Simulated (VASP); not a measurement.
# Hf in VASP: a series of runs

Runs on Hf. Level: PBEsol. Tasks: single point.

Everything below comes from runs of VASP 6.6.1. Logs are shortened: lines on timing, memory, paths and dates and some standing lists are left out, and cuts for length are marked.

## Step 1: The cell of the first run

The cell holds a slab with vacuum, 6 atoms: a = 3.159 Å, b = 4.999 Å, c = 22.383 Å, α = 90.00°, β = 90.00°, γ = 90.00°.

## Step 2: Single point, PBEsol

File INCAR:

```
SYSTEM = Hf
PREC = Accurate
ENCUT = 520
EDIFF = 1E-7
ISMEAR = -1
SIGMA = 0.05
LREAL = .False.
LASPH = .True.
NELM = 100
ALGO = Normal
ISIF = 2
LWAVE = .False.
LCHARG = .False.
LDIPOL = .True.
IDIPOL = 3
DIPOL = 0.5 0.5 0.500
GGA = PS
NBANDS = 39
```

File KPOINTS:

```
regular mesh
0
Gamma
  10 7 1
  0 0 0
```

File POSCAR:

```
Hf
1.0
    3.1588656729      0.0000000000      0.0000000000
    0.0000000000      4.9986711415      0.0000000000
    0.0000000000      0.0000000000     22.3832000000
Hf
6
Direct
    0.7500000000      0.7500000000      0.3574108747
    0.2500000000      0.2500000000      0.3981506250
    0.2500000000      0.7500000000      0.4796301248
    0.7500000000      0.2500000000      0.5203698752
    0.7500000000      0.7500000000      0.6018493750
    0.2500000000      0.2500000000      0.6425891253
```

Potentials or basis: VASP PAW PBE potentials, release 64 (Hf_pv).

On the command line:

```sh
$ cat potpaw_PBE.64/Hf_pv/POTCAR > POTCAR
$ mpirun -np 1 vasp_std > vasp.out
```

OUTCAR:

```text
SYSTEM = Hf
   PREC = Accurate
   ENCUT = 520
   EDIFF = 1E-7
   ISMEAR = -1
   LREAL = .False.
   LASPH = .True.
   NELM = 100
   ISIF = 2
   GGA = PS

 ion  position               nearest neighbor table
   1  0.750  0.750  0.357-   2 3.09   2 3.09   2 3.09   2 3.09   3 3.16   3 3.16
   2  0.250  0.250  0.398-   3 3.09   3 3.09   1 3.09   1 3.09   1 3.09   1 3.09   4 3.16   4 3.16

   3  0.250  0.750  0.480-   2 3.09   2 3.09   4 3.09   4 3.09   4 3.09   4 3.09   1 3.16   1 3.16
                             5 3.16   5 3.16
   4  0.750  0.250  0.520-   5 3.09   5 3.09   3 3.09   3 3.09   3 3.09   3 3.09   6 3.16   6 3.16
                             2 3.16   2 3.16
   5  0.750  0.750  0.602-   4 3.09   4 3.09   6 3.09   6 3.09   6 3.09   6 3.09   3 3.16   3 3.16

   6  0.250  0.250  0.643-   5 3.09   5 3.09   5 3.09   5 3.09   4 3.16   4 3.16

  LATTYP: Found a simple orthorhombic cell.
 ALAT       =     3.1588656729
 B/A-ratio  =     1.5824259906
 C/A-ratio  =     7.0858347007

  Lattice vectors:

 A1 = (   3.1588656729,   0.0000000000,   0.0000000000)
 A2 = (   0.0000000000,   4.9986711415,   0.0000000000)
 A3 = (   0.0000000000,   0.0000000000,  22.3832000000)

Analysis of symmetry for initial positions (statically):
=====================================================================
 Subroutine PRICEL returns:
 Original cell was already a primitive cell.

 Routine SETGRP: Setting up the symmetry group for a
 simple orthorhombic supercell.

 Subroutine GETGRP returns: Found  8 space group operations
 (whereof  2 operations were pure point group operations)
 out of a pool of  8 trial point group operations.

The static configuration has the point symmetry S_2 .
 The point group associated with its full space group is D_2h.

Analysis of symmetry for dynamics (positions and initial velocities):
=====================================================================
 Subroutine PRICEL returns:
 Original cell was already a primitive cell.

 Routine SETGRP: Setting up the symmetry group for a
 simple orthorhombic supercell.

 Subroutine GETGRP returns: Found  8 space group operations
 (whereof  2 operations were pure point group operations)
 out of a pool of  8 trial point group operations.

The dynamic configuration has the point symmetry S_2 .
 The point group associated with its full space group is D_2h.

 Subroutine INISYM returns: Found  8 space group operations
 (whereof  2 operations are pure point group operations),
 and found     1 'primitive' translations

----------------------------------------------------------------------------------------

                                     Primitive cell

  volume of cell :     353.4337

  direct lattice vectors                    reciprocal lattice vectors
     3.158865673  0.000000000  0.000000000     0.316569333  0.000000000  0.000000000
     0.000000000  4.998671142  0.000000000     0.000000000  0.200053168  0.000000000
     0.000000000  0.000000000 22.383200000     0.000000000  0.000000000  0.044676364

  length of vectors
     3.158865673  4.998671142 22.383200000     0.316569333  0.200053168  0.044676364

  position of ions in fractional coordinates (direct lattice)
     0.750000000  0.750000000  0.357410875
     0.250000000  0.250000000  0.398150625
     0.250000000  0.750000000  0.479630125
     0.750000000  0.250000000  0.520369875
     0.750000000  0.750000000  0.601849375
     0.250000000  0.250000000  0.642589125

  ion indices of the primitive-cell ions
   primitive index   ion index
                 1           1
                 2           2
                 3           3
                 4           4
                 5           5
                 6           6

----------------------------------------------------------------------------------------

 KPOINTS: regular mesh

Automatic generation of k-mesh.
 Grid dimensions read from file:
 generate k-points for:   10    7    1

 Generating k-lattice:

  Cartesian coordinates                     Fractional coordinates (reciprocal lattice)
     0.031656933  0.000000000  0.000000000     0.100000000  0.000000000  0.000000000
     0.000000000  0.028579024  0.000000000     0.000000000  0.142857143  0.000000000
     0.000000000  0.000000000  0.044676364     0.000000000  0.000000000  1.000000000

  Length of vectors
     0.031656933  0.028579024  0.044676364

  Shift w.r.t. Gamma in fractional coordinates (k-lattice)
     0.000000000  0.000000000  0.000000000

 Subroutine IBZKPT returns following result:
 ===========================================

 Found     24 irreducible k-points:

 Following reciprocal coordinates:
            Coordinates               Weight
  0.000000  0.000000  0.000000      1.000000
  0.100000  0.000000  0.000000      2.000000
  0.200000  0.000000  0.000000      2.000000
  0.300000  0.000000  0.000000      2.000000
  0.400000  0.000000  0.000000      2.000000
  0.500000  0.000000  0.000000      1.000000
[... 16 lines left out ...]
  0.400000  0.428571  0.000000      4.000000
  0.500000  0.428571  0.000000      2.000000
   k-points           NKPTS =     24   k-points in BZ     NKDIM =     24   number of bands    NBANDS=     39
   number of dos      NEDOS =    301   number of ions     NIONS =      6
   total plane-waves  NPLWV = 161280
   dimension x,y,z NGX =    24 NGY =   40 NGZ =  168
   dimension x,y,z NGXF=    48 NGYF=   80 NGZF=  336
   ions per type =               6
   NGX,Y,Z   is equivalent  to a cutoff of  12.63, 13.30, 12.48 a.u.
   NGXF,Y,Z  is equivalent  to a cutoff of  25.26, 26.61, 24.96 a.u.
 SYSTEM =  Hf
   PREC   = accura    normal or accurate (medium, high low for compatibility)
   ISTART =      0    job   : 0-new  1-cont  2-samecut
   ICHARG =      2    charge: 1-file 2-atom 10-const
   ISPIN  =      1    spin polarized calculation?
   LNONCOLLINEAR =      F non collinear calculations
   LSORBIT =      F    spin-orbit coupling
   LASPH  =      T    aspherical Exc in radial PAW
   ENCUT  =  520.0 eV  38.22 Ry    6.18 a.u.   5.87  9.29 41.62*2*pi/ulx,y,z
   NELM   =    100;   NELMIN=  2; NELMDL= -5     # of ELM steps
   EDIFF  = 0.1E-06   stopping-criterion for ELM
   LREAL  =      F    real-space projection
   EDIFFG = 0.1E-05   stopping-criterion for IOM
   NSW    =      0    number of steps for IOM
   IBRION =     -1    ionic relax: 0-MD 1-quasi-New 2-CG
   NFREE  =      0    steps in history (QN), initial steepest desc. (CG)
   ISIF   =      2    stress and relaxation
   ISYM   =      2    0-nonsym 1-usesym 2-fastsym
   POTIM  = 0.5000    time-step for ionic-motion
   TEBEG  =    0.0;   TEEND  =   0.0 temperature during run
   PSTRESS=    0.0 pullay stress
   NELECT =      60.0000    total number of electrons
   NUPDOWN=      -1.0000    fix difference up-down
   EMIN   =  10.00;   EMAX   =-10.00  energy-range for DOS
   EFERMI =   0.00;   METHOD = LEGACY
   ISMEAR =    -1;   SIGMA  =   0.05  broadening in eV -4-tet -1-fermi 0-gaus
   EFERMI_NEDOS =   21; number of points for ismear=-14 and -15
   IALGO  =     38    algorithm
   IMIX   =      4    mixing-type and parameters
     AMIX     =   0.40;   BMIX     =  1.00
     AMIX_MAG =   1.60;   BMIX_MAG =  1.00
  volume/ion in A,a.u.               =      58.91       397.51
  Fermi-wavevector in a.u.,A,eV,Ry     =   0.906475  1.712990 11.179871  0.821697
  Thomas-Fermi vector in A             =   2.030167
   LORBIT       =      0    0 simple, 1 ext, 2 COOP (PROOUT), +10 PAW based schemes
   GGA     = PS    functional components
   LHFCALC =     F    Hartree Fock is set to
   AEXX    =    0.0000 exact exchange contribution
   IVDW    =     0    specifies the selected vdW correction
   LEPSILON=     F    determine dielectric tensor
   LRPA    =     F    only Hartree local field effects (RPA)
 non-spin polarized calculation
  energy-cutoff  :      520.00
  volume of cell :      353.43
 maximum number of plane-waves:      9584
 NGX is ok and might be reduce to    24
   NGX = 11   NGY = 19   NGZ = 83

 number of electron      59.9999984 magnetization

 dipolmoment           0.000000      0.000000      0.000000 electrons x Angstroem

 Free energy of the ion-electron system (eV)
  ---------------------------------------------------
  ext. energy  EPLUGINS =         0.00000000
  ---------------------------------------------------
  free energy    TOTEN  =       -58.97897880 eV

  energy without entropy =      -58.91156352  energy(sigma->0) =      -58.94527116

 E-fermi :  -0.4742     XC(G=0):  -5.1961

 val. band max:       -0.4920252027   @ k =   0.0000   0.0000   0.0000
 cond. band min:      -0.4689389777   @ k =   0.3000   0.1429   0.0000
 fundamental gap:      0.0230862250
 Fermi energy:        -0.4741778413

 k-point     1 :       0.0000    0.0000    0.0000
  band No.  band energies     occupation
      1     -31.6617      2.00000
      2     -31.6534      2.00000
      3     -31.6354      2.00000
      4     -31.5980      2.00000
      5     -31.3562      2.00000
      6     -31.1792      2.00000
[... 31 lines left out ...]
     38       1.1332      0.00000
     39       1.1728      0.00000

 k-point     2 :       0.1000    0.0000    0.0000
  band No.  band energies     occupation
      1     -31.6567      2.00000
      2     -31.6473      2.00000
      3     -31.6162      2.00000
      4     -31.5812      2.00000
      5     -31.3414      2.00000
      6     -31.1814      2.00000
[... 31 lines left out ...]
     38       1.0409      0.00000
     39       1.1491      0.00000

 k-point     3 :       0.2000    0.0000    0.0000
  band No.  band energies     occupation
      1     -31.6451      2.00000
      2     -31.6325      2.00000
      3     -31.5623      2.00000
      4     -31.5345      2.00000
      5     -31.3009      2.00000
      6     -31.2973      2.00000
[... 832 lines left out ...]
 k-point    23 :       0.4000    0.4286    0.0000
  band No.  band energies     occupation
      1     -31.6294      2.00000
      2     -31.6213      2.00000
      3     -31.5887      2.00000
      4     -31.5761      2.00000
      5     -31.5328      2.00000
      6     -31.5296      2.00000
[... 31 lines left out ...]
     38       1.1296      0.00000
     39       1.5560      0.00000

 k-point    24 :       0.5000    0.4286    0.0000
  band No.  band energies     occupation
      1     -31.6349      2.00000
      2     -31.6349      2.00000
      3     -31.6085      2.00000
      4     -31.6085      2.00000
      5     -31.5520      2.00000
      6     -31.5520      2.00000
[... 31 lines left out ...]
     38       1.2263      0.00000
     39       1.7860      0.00000

------------------------ aborting loop because EDIFF is reached ----------------------------------------

 vacuum level on the upper side and lower side of the slab       (xc-potential included)        -0.113        -0.113

  FORCE on cell =-STRESS in cart. coord.  units (eV):
  Direction    XX          YY          ZZ          XY          YZ          ZX
  --------------------------------------------------------------------------------------
  -------------------------------------------------------------------------------------
  Total       -5.8817836     -4.5235941     -4.0484077     -0.0000000      0.0000000      0.0000000
  in kB      -26.6631666    -20.5062530    -18.3521491     -0.0000000      0.0000000      0.0000000
  external PRESSURE =     -21.8405229 kB  Pullay stress =       0.0000000 kB

 VOLUME and BASIS-vectors are now :
 -----------------------------------------------------------------------------
  energy-cutoff  :      520.00
  volume of cell :      353.43
      direct lattice vectors                 reciprocal lattice vectors
     3.158865673  0.000000000  0.000000000     0.316569333  0.000000000  0.000000000
     0.000000000  4.998671142  0.000000000     0.000000000  0.200053168  0.000000000
     0.000000000  0.000000000 22.383200000     0.000000000  0.000000000  0.044676364

 POSITION                                       TOTAL-FORCE (eV/Angst)
 -----------------------------------------------------------------------------------
      2.36915      3.74900      8.00000        -0.000000     -0.000000      0.573363
      0.78972      1.24967      8.91189         0.000000     -0.000000      0.150519
      0.78972      3.74900     10.73566         0.000000      0.000000     -0.348608
      2.36915      1.24967     11.64754        -0.000000     -0.000000      0.348608
      2.36915      3.74900     13.47131        -0.000000     -0.000000     -0.150519
      0.78972      1.24967     14.38320        -0.000000     -0.000000     -0.573363
 -----------------------------------------------------------------------------------
    total drift:                                0.000000      0.000000      0.000000

  FREE ENERGIE OF THE ION-ELECTRON SYSTEM (eV)
  ---------------------------------------------------
  free  energy   TOTEN  =       -58.9789788039 eV

  energy  without entropy=      -58.9115635155  energy(sigma->0) =      -58.94527116

 vacuum level on the upper side and lower side of the slab         3.279         3.279
```

Run time: 11 min. Hardware: 1 thread of Intel Xeon 6975P-C, shared host; peak memory 0.54 GiB.

What came out:

```
Free energy            : -58.9790 eV
Largest force          : 0.573 eV/Å
Band gap on the k mesh : zero (band 30 reaches -0.20 eV, above the bottom of band 31 at -0.65 eV)
```

Forces in eV/Å, atoms in the order of the input:
```
Hf   0.000  0.000  0.573
Hf   0.000  0.000  0.151
Hf   0.000  0.000 -0.349
Hf   0.000  0.000  0.349
Hf   0.000  0.000 -0.151
Hf   0.000  0.000 -0.573
```

Levels at points of the mesh, in eV from the Fermi level:
```
           k point  band 26  band 27  band 28  band 29  band 30  band 31  band 32  band 33  band 34  band 35
(0.00, 0.00, 0.00)    -0.67    -0.64    -0.61    -0.02     0.19     0.62     0.93     1.02     1.31     1.44
(0.50, 0.00, 0.00)    -1.56    -1.34    -1.34    -0.98    -0.98     0.27     0.27     0.47     0.47     0.93
```

Caveat: the PAW data sets were made with another functional, which shifts forces and pressure a little; spin-orbit coupling is left out, which moves the levels of the heavy elements.

## Step 3: Single point, PBEsol

File INCAR:

```
PREC = Accurate
ENCUT = 520
EDIFF = 1E-6
ISMEAR = -1
SIGMA = 0.05
LREAL = F
LASPH = T
NELM = 60
ALGO = Normal
ISIF = 2
LWAVE = F
LCHARG = T
LDIPOL = T
IDIPOL = 3
DIPOL = 0.5 0.5 0.500
GGA = PS
LELF = T
LVHAR = T
LVACPOTAV = T
NBANDS = 39
```

File KPOINTS:

```
regular mesh
0
Gamma
  10 7 1
```

File POSCAR:

```
Hf
1.0
    3.1588656729      0.0000000000      0.0000000000
    0.0000000000      4.9986711415      0.0000000000
    0.0000000000      0.0000000000     22.3832000000
Hf
6
Direct
    0.7500000000      0.7500000000      0.3623767524
    0.2500000000      0.2500000000      0.4013869577
    0.2500000000      0.7500000000      0.4781961931
    0.7500000000      0.2500000000      0.5218038067
    0.7500000000      0.7500000000      0.5986130559
    0.2500000000      0.2500000000      0.6376232342
```

Potentials or basis: VASP PAW PBE potentials, release 64 (Hf_pv).

On the command line:

```sh
$ cat potpaw_PBE.64/Hf_pv/POTCAR > POTCAR
$ mpirun -np 1 vasp_std > vasp.out
```

Wall time 11 min (1 thread of Intel Xeon 6975P-C, shared host); peak memory 0.54 GiB.

The run converged. Its results:

- Free energy: -59.0749 eV
- Largest force: 0.035 eV/Å
- Band gap on the k mesh: zero (band 30 reaches -0.17 eV, above the bottom of band 31 at -0.68 eV)

Forces on the atoms (eV/Å):
```
Hf   0.000  0.000  0.035
Hf   0.000  0.000  0.015
Hf   0.000  0.000 -0.018
Hf   0.000  0.000  0.018
Hf   0.000  0.000 -0.015
Hf   0.000  0.000 -0.035
```

Levels at points of the mesh, in eV from the Fermi level:
```
           k point  band 27  band 28  band 29  band 30  band 31  band 32  band 33  band 34
(0.00, 0.00, 0.00)    -0.47    -0.45    -0.01     0.18     0.87     0.90     0.90     1.33
(0.50, 0.00, 0.00)    -1.26    -1.26    -0.96    -0.96     0.31     0.31     0.72     0.72
```

Caveat: the PAW data sets were made with another functional, which shifts forces and pressure a little; spin-orbit coupling is left out, which moves the levels of the heavy elements.
